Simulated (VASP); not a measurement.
# ZnF2 (P4_2/mnm) in VASP: single point with HSE06

Aim: the single point of ZnF2 with HSE06.

All numbers are computed with VASP 6.6.1; they aren't measurements. Logs are shortened: lines on timing, memory, paths and dates and some standing lists are left out, and cuts for length are marked.

### 1 The cell of the first run

The structure is tetragonal, space group P4_2/mnm (No. 136). Conventional cell: a = 4.719 Å, b = 4.719 Å, c = 3.143 Å, α = 90.00°, β = 90.00°, γ = 90.00°. Zn (site symmetry mmm) has 6 F at 2.02 to 2.05 Å within 2.7 Å. Within 2.7 Å of F (site symmetry m2m) lie 3 Zn at 2.02 to 2.05 Å and 1 F at 2.64 Å.

### 2 Single point, HSE06

POSCAR

```
ZnF2
1.0
    4.7186350000      0.0000000000      0.0000000000
    0.0000000000      4.7186350000      0.0000000000
    0.0000000000      0.0000000000      3.1430150000
Zn F
2 4
Direct
    0.0000000000      0.0000000000      0.0000000000
    0.5000000000      0.5000000000      0.5000000000
    0.3024000000      0.3024000000      0.0000000000
    0.1976000000      0.8024000000      0.5000000000
    0.6976000000      0.6976000000      0.0000000000
    0.8024000000      0.1976000000      0.5000000000
```

INCAR.step1

```
SYSTEM = ZnF2
PREC = Accurate
ENCUT = 520
EDIFF = 1E-5
ISMEAR = -1
SIGMA = 0.1
LREAL = .False.
LASPH = .True.
NELM = 120
ALGO = Normal
ISIF = 2
LWAVE = .True.
LCHARG = .False.
GGA = PE
NBANDS = 35
GGA_COMPAT = .False.
```

INCAR.step2

```
SYSTEM = ZnF2
PREC = Accurate
ENCUT = 520
EDIFF = 1E-6
ISMEAR = -1
SIGMA = 0.1
LREAL = .False.
LASPH = .True.
NELM = 120
ALGO = Normal
ISIF = 2
LWAVE = .False.
LCHARG = .False.
GGA = PE
LHFCALC = .True.
HFSCREEN = 0.2079
PRECFOCK = Normal
ISTART = 1
NBANDS = 35
GGA_COMPAT = .False.
```

KPOINTS

```
Automatic mesh
0
Gamma
  2 2 3
  0 0 0
```

Potentials or basis: VASP PAW PBE potentials, release 64 (Zn, F).

On the command line:

```sh
cat potpaw_PBE.64/Zn/POTCAR potpaw_PBE.64/F/POTCAR > POTCAR
cp INCAR.step1 INCAR
mpirun -np 1 vasp_std > vasp.out
cp INCAR.step2 INCAR
mpirun -np 1 vasp_std > vasp.out
```

OUTCAR:

```text
SYSTEM = ZnF2
   PREC = Accurate
   ENCUT = 520
   EDIFF = 1E-6
   ISMEAR = -1
   LREAL = .False.
   LASPH = .True.
   NELM = 120
   ISIF = 2
   GGA = PE
   LHFCALC = .True.
   HFSCREEN = 0.2079
   PRECFOCK = Normal
   ISTART = 1

 ion  position               nearest neighbor table
   1  0.000  0.000  0.000-   3 2.02   5 2.02   4 2.05   6 2.05   4 2.05   6 2.05
   2  0.500  0.500  0.500-   4 2.02   6 2.02   5 2.05   3 2.05   3 2.05   5 2.05
   3  0.302  0.302  0.000-   1 2.02   2 2.05   2 2.05
   4  0.198  0.802  0.500-   2 2.02   1 2.05   1 2.05
   5  0.698  0.698  0.000-   1 2.02   2 2.05   2 2.05
   6  0.802  0.198  0.500-   2 2.02   1 2.05   1 2.05

  LATTYP: Found a simple tetragonal cell.
 ALAT       =     4.7186350000
 C/A-ratio  =     0.6660856371

  Lattice vectors:

 A1 = (   4.7186350000,   0.0000000000,   0.0000000000)
 A2 = (   0.0000000000,   4.7186350000,   0.0000000000)
 A3 = (   0.0000000000,   0.0000000000,   3.1430150000)

Analysis of symmetry for initial positions (statically):
=====================================================================
 Subroutine PRICEL returns:
 Original cell was already a primitive cell.

 Routine SETGRP: Setting up the symmetry group for a
 simple tetragonal supercell.

 Subroutine GETGRP returns: Found 16 space group operations
 (whereof  8 operations were pure point group operations)
 out of a pool of 16 trial point group operations.

The static configuration has the point symmetry D_2h.
 The point group associated with its full space group is D_4h.

Analysis of symmetry for dynamics (positions and initial velocities):
=====================================================================
 Subroutine PRICEL returns:
 Original cell was already a primitive cell.

 Routine SETGRP: Setting up the symmetry group for a
 simple tetragonal supercell.

 Subroutine GETGRP returns: Found 16 space group operations
 (whereof  8 operations were pure point group operations)
 out of a pool of 16 trial point group operations.

The dynamic configuration has the point symmetry D_2h.
 The point group associated with its full space group is D_4h.

 Subroutine INISYM returns: Found 16 space group operations
 (whereof  8 operations are pure point group operations),
 and found     1 'primitive' translations

[... 89 lines left out ...]
   ISIF   =      2    stress and relaxation
   ISYM   =      3    0-nonsym 1-usesym 2-fastsym
   POTIM  = 0.5000    time-step for ionic-motion
   TEBEG  =    0.0;   TEEND  =   0.0 temperature during run
   PSTRESS=    0.0 pullay stress
   NELECT =      52.0000    total number of electrons
   NUPDOWN=      -1.0000    fix difference up-down
   EMIN   =  10.00;   EMAX   =-10.00  energy-range for DOS
   EFERMI =   0.00;   METHOD = LEGACY
   ISMEAR =    -1;   SIGMA  =   0.10  broadening in eV -4-tet -1-fermi 0-gaus
   EFERMI_NEDOS =   21; number of points for ismear=-14 and -15
   IALGO  =     38    algorithm
   IMIX   =      1    mixing-type and parameters
     AMIX     =   0.40;   BMIX     =  1.00
     AMIX_MAG =   1.60;   BMIX_MAG =  1.00
  volume/ion in A,a.u.               =      11.66        78.71
  Fermi-wavevector in a.u.,A,eV,Ry     =   1.482801  2.802088 29.915113  2.198699
  Thomas-Fermi vector in A             =   2.596542
   LORBIT       =      0    0 simple, 1 ext, 2 COOP (PROOUT), +10 PAW based schemes
   GGA     = PE    functional components
   LHFCALC =     T    Hartree Fock is set to
   PRECFOCK=normal    Normal, Fast or Accurate (Low or Medium for compatibility)
   ENCUT4O =  -1.0   cutoff for four orbital integrals eV
   NKREDX  =     1    reduce k-point grid by
   NKREDY  =     1    reduce k-point grid by
   NKREDZ  =     1    reduce k-point grid by
   AEXX    =    0.2500 exact exchange contribution
   HFSCREEN=    0.2079 screening length (either q_TF or 0.3 A-1)
   HFSCREENC=   0.2079 screening length for correlation (either q_TF or 0.3 A-1)
   ENCUTFOCK=  -1.0 apply spherical cutoff to Coloumb kernel
   IVDW    =     0    specifies the selected vdW correction
   LEPSILON=     F    determine dielectric tensor
   LRPA    =     F    only Hartree local field effects (RPA)
 non-spin polarized calculation
  energy-cutoff  :      520.00
  volume of cell :       69.98
 maximum number of plane-waves:      1908
 NGX is ok and might be reduce to    36
  NGX = 28; NGY = 28; NGZ = 18

 number of electron      51.9999976 magnetization

 Free energy of the ion-electron system (eV)
  ---------------------------------------------------
  ext. energy  EPLUGINS =         0.00000000
  ---------------------------------------------------
  free energy    TOTEN  =       -30.47593750 eV

  energy without entropy =      -30.47593750  energy(sigma->0) =      -30.47593750

 E-fermi :  -0.7688     XC(G=0):  -8.3566

 val. band max:       -3.0668662449   @ k =   0.0000   0.0000   0.0000
 cond. band min:       2.9296051275   @ k =   0.0000   0.0000   0.0000
 fundamental gap:      5.9964713724
 Fermi energy:        -0.7688189263

 k-point     1 :       0.0000    0.0000    0.0000
  band No.  band energies     occupation
      1     -26.2791      2.00000
      2     -25.5082      2.00000
      3     -25.5082      2.00000
      4     -25.4649      2.00000
      5      -9.2315      2.00000
      6      -8.7867      2.00000
[... 217 lines left out ...]
     34      13.1216      0.00000
     35      16.2684      0.00000

------------------------ aborting loop because EDIFF is reached ----------------------------------------

  FORCE on cell =-STRESS in cart. coord.  units (eV):
  Direction    XX          YY          ZZ          XY          YZ          ZX
  --------------------------------------------------------------------------------------
  -------------------------------------------------------------------------------------
  Total        0.7167619      0.7167619      0.7777948     -0.0000000      0.0000000      0.0000000
  in kB       16.4099123     16.4099123     17.8072314     -0.0000000      0.0000000      0.0000000
  external PRESSURE =      16.8756854 kB  Pullay stress =       0.0000000 kB

 VOLUME and BASIS-vectors are now :
 -----------------------------------------------------------------------------
  energy-cutoff  :      520.00
  volume of cell :       69.98
      direct lattice vectors                 reciprocal lattice vectors
     4.718635000  0.000000000  0.000000000     0.211925695  0.000000000  0.000000000
     0.000000000  4.718635000  0.000000000     0.000000000  0.211925695  0.000000000
     0.000000000  0.000000000  3.143015000     0.000000000  0.000000000  0.318165838

 POSITION                                       TOTAL-FORCE (eV/Angst)
 -----------------------------------------------------------------------------------
      0.00000      0.00000      0.00000         0.000000      0.000000     -0.000000
      2.35932      2.35932      1.57151         0.000000      0.000000     -0.000000
      1.42692      1.42692      0.00000         0.043772      0.043772      0.000000
      0.93240      3.78623      1.57151        -0.043772      0.043772     -0.000000
      3.29172      3.29172      0.00000        -0.043772     -0.043772      0.000000
      3.78623      0.93240      1.57151         0.043772     -0.043772      0.000000
 -----------------------------------------------------------------------------------
    total drift:                                0.000077     -0.000062     -0.000037

  FREE ENERGIE OF THE ION-ELECTRON SYSTEM (eV)
  ---------------------------------------------------
  free  energy   TOTEN  =       -30.4759374966 eV

  energy  without entropy=      -30.4759374965  energy(sigma->0) =      -30.47593750
```

OSZICAR.step1:

```text
N       E                     dE             d eps       ncg     rms          rms(c)
DAV:   1     0.619094252172E+03    0.61909E+03   -0.26765E+04   420   0.202E+03
DAV:   2     0.466621759667E+02   -0.57243E+03   -0.53748E+03   452   0.499E+02
DAV:   3    -0.242927536128E+02   -0.70955E+02   -0.70269E+02   476   0.182E+02
DAV:   4    -0.259436073684E+02   -0.16509E+01   -0.16482E+01   500   0.295E+01
DAV:   5    -0.259545329813E+02   -0.10926E-01   -0.10924E-01   498   0.251E+00    0.140E+01
DAV:   6    -0.230982375958E+02    0.28563E+01   -0.62177E+00   606   0.410E+01    0.840E+00
DAV:   7    -0.231939690465E+02   -0.95731E-01   -0.19579E+00   432   0.937E+00    0.511E+00
DAV:   8    -0.232009742211E+02   -0.70052E-02   -0.38630E-01   603   0.108E+01    0.142E+00
DAV:   9    -0.231621865596E+02    0.38788E-01   -0.16085E-01   615   0.121E+01    0.366E-01
DAV:  10    -0.231634229784E+02   -0.12364E-02   -0.23228E-02   552   0.179E+00    0.174E-01
DAV:  11    -0.231632982755E+02    0.12470E-03   -0.23142E-03   612   0.558E-01    0.293E-02
DAV:  12    -0.231633686403E+02   -0.70365E-04   -0.22694E-04   503   0.211E-01    0.189E-02
DAV:  13    -0.231633677226E+02    0.91767E-06   -0.79677E-05   457   0.683E-02
   1 F= -.23163368E+02 E0= -.23163368E+02  d E =-.307836E-07
```

Wall time 17 min (1 thread of Oxide Virtual Turin-like, shared host); peak memory 0.26 GiB.

What came out:

```
Free energy            : -30.4759 eV
Pressure               : 1.7 GPa
Largest force          : 0.062 eV/Å
Band gap on the k mesh : 6.00 eV
```

Forces on the atoms (eV/Å):
```
Zn   0.000  0.000  0.000
Zn   0.000  0.000  0.000
F    0.044  0.044  0.000
F   -0.044  0.044  0.000
F   -0.044 -0.044  0.000
F    0.044 -0.044  0.000
```

Stress tensor (GPa, compression positive):
```
1.64 0.00 0.00
0.00 1.64 0.00
0.00 0.00 1.78
```

Levels at points of the mesh, in eV from the valence-band top:
```csv
k point,band 24,band 25,band 26,band 27,band 28,band 29
"(0.00, 0.00, 0.00)",-0.37,-0.37,0.00,6.00,12.19,12.19
"(0.50, 0.00, 0.00)",-0.61,-0.44,-0.44,8.66,8.66,13.17
"(0.50, 0.50, 0.00)",-1.27,-0.39,-0.39,9.70,9.70,11.66
```

Caveat: the k points lie up to 0.67 Å⁻¹ apart; the PAW data sets were made with another functional, which shifts forces and pressure a little.
